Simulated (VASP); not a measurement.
# SnO2 (fluorite type): single point with PBE

Crystal: SnO2 (fluorite type).

```xyz
3
Lattice="0.0000 2.6219 2.6219 2.6219 0.0000 2.6219 2.6219 2.6219 0.0000" Properties=species:S:1:pos:R:3 pbc="T T T"
Sn    0.0000    0.0000    0.0000
O     1.3109    1.3109    1.3109
O     3.9328    3.9328    3.9328
```

```
Program             : VASP 6.6.1
Task                : single point
Functional          : PBE
Potentials or basis : VASP PAW PBE potentials, release 64 (Sn_d, O)
Cutoff              : 520 eV
k mesh              : 37 × 37 × 37
Occupations         : fermi-dirac, width 0.0612256 eV
Spin                : no spin polarisation
```

```yaml
Pressure: -8.9 GPa
Band_gap_on_the_k_mesh: zero (bands 13 and 14 overlap by 0.68 eV)
```

Levels at points of the mesh, in eV from the Fermi level:
| k point | band 9 | band 10 | band 11 | band 12 | band 13 | band 14 | band 15 | band 16 | band 17 | band 18 |
| --- | --- | --- | --- | --- | --- | --- | --- | --- | --- | --- |
| (0.00, 0.00, 0.00) | -2.79 | -2.79 | -1.37 | -1.37 | -1.37 | -0.85 | 6.63 | 6.63 | 6.63 | 12.70 |

Wall time 6.1 min on 1 thread of Intel(R) Xeon(R) 6975P-C (Granite Rapids) (shared host), peak memory 0.86 GiB.

Caveat: the cell stands under tension; semilocal functionals underestimate gaps, and a narrow one can read as zero; spin-orbit coupling is left out, which moves the levels of the heavy elements.
